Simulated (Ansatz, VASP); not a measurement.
# Sb in VASP and in Ansatz

Contents of POSCAR:

```
Sb
1.0
    2.1542000000      1.2437279499      3.7580000000
   -2.1542000000      1.2437279499      3.7580000000
    0.0000000000     -2.4874558998      3.7580000000
Sb
2
Direct
    0.7665100000      0.7665100000      0.7665100000
    0.2334900000      0.2334900000      0.2334900000
```

Contents of INCAR.step1:

```
SYSTEM = Sb
  ALGO = Normal
  EDIFF = 1E-5
  ENCUT = 400
  GGA = PE
  GGA_COMPAT = .FALSE.
  ISIF = 2
  ISMEAR = -1
  LASPH = .TRUE.
  LCHARG = .FALSE.
  LREAL = .FALSE.
  LWAVE = .TRUE.
  NBANDS = 22
  NELM = 120
  PREC = Accurate
  SIGMA = 0.05
```

INCAR.step2

```
SYSTEM = Sb
  AEXX = 0.2
  AGGAC = 0.81
  AGGAX = 0.72
  ALDAC = 0.19
  ALGO = Normal
  EDIFF = 1E-6
  ENCUT = 400
  GGA = B3
  GGA_COMPAT = .FALSE.
  ISIF = 2
  ISMEAR = -1
  ISTART = 1
  LASPH = .TRUE.
  LCHARG = .FALSE.
  LHFCALC = .TRUE.
  LREAL = .FALSE.
  LWAVE = .FALSE.
  NBANDS = 22
  NELM = 120
  PREC = Accurate
  PRECFOCK = Normal
  SIGMA = 0.05
```

File KPOINTS:

```
k-points
0
G
  4 4 4
  0 0 0
```

File input.yaml:

```yaml
crystal:
  lattice:
    - [2.1542, 1.2437279499, 3.758]
    - [-2.1542, 1.2437279499, 3.758]
    - [0.0, -2.4874558998, 3.758]
  atoms:
    - { symbol: Sb, position: [0.76651, 0.76651, 0.76651] }
    - { symbol: Sb, position: [0.23349, 0.23349, 0.23349] }
hamiltonian:
  xc: b3lyp
  pseudopotentials: { kind: paw }
kpoints:
  mp_grid: { grid: [4, 4, 4] }
  band_path:
    path:
      - [[0.0, 0.0, 0.0], [0.5, 0.0, 0.0], [0.5, 0.2396873643, -0.2396873643]]
      - [[0.7603126357, 0.5, 0.2396873643], [0.5, 0.5, 0.5], [0.0, 0.0, 0.0], [0.3698436821, 0.0, -0.3698436821]]
      - [[0.6301563179, 0.3698436821, 0.0], [0.5, 0.5, 0.0], [0.6301563179, 0.6301563179, 0.2396873643], [0.5, 0.5, 0.5]]
      - [[0.5, 0.0, 0.0], [0.7603126357, 0.3698436821, 0.3698436821]]
    npoints: 4
scf:
  occupations: { method: fermi_dirac, width: 0.05 }
  n_extra_bands: 6
output:
  forces: true
  stress: true
  eigenvalues: true
  fatbands: false
```

Alike in both runs: functional B3LYP; k mesh 4 × 4 × 4; occupations fermi-dirac, width 0.05 eV; no spin polarisation.

|  | VASP | Ansatz |
| --- | --- | --- |
| version | VASP 6.6.1 | Ansatz 0.2.0 |
| potentials or method | VASP PAW PBE potentials, release 64 (Sb_d_GW) | Ansatz PAW |
| plane-wave cutoff (eV) | 400 | 420 |
| valence electrons in the cell | 30 | 30 |
| task | single point | band structure |

```tsv
	VASP	Ansatz	Ansatz less VASP
gap on the k mesh at the Fermi level (eV)	0.81	0.74	-0.073
least direct gap on the mesh (eV)	0.96	0.88	-0.074
rms of the force components (eV/Å)	0.206	0.224	+0.0175
```

VASP's potentials were made for PBE, not for B3LYP. Atom by atom the forces differ by 0.017 eV/Å (rms over components). With one functional, cell and mesh, what is left measures potentials, basis and numerics.

The k mesh is coarse, so the values compare programs but aren't converged. Neither program's run includes spin-orbit coupling. Noted on Ansatz's run: the k mesh misses the band edges, so the gap on the mesh is wider than the one along the path.
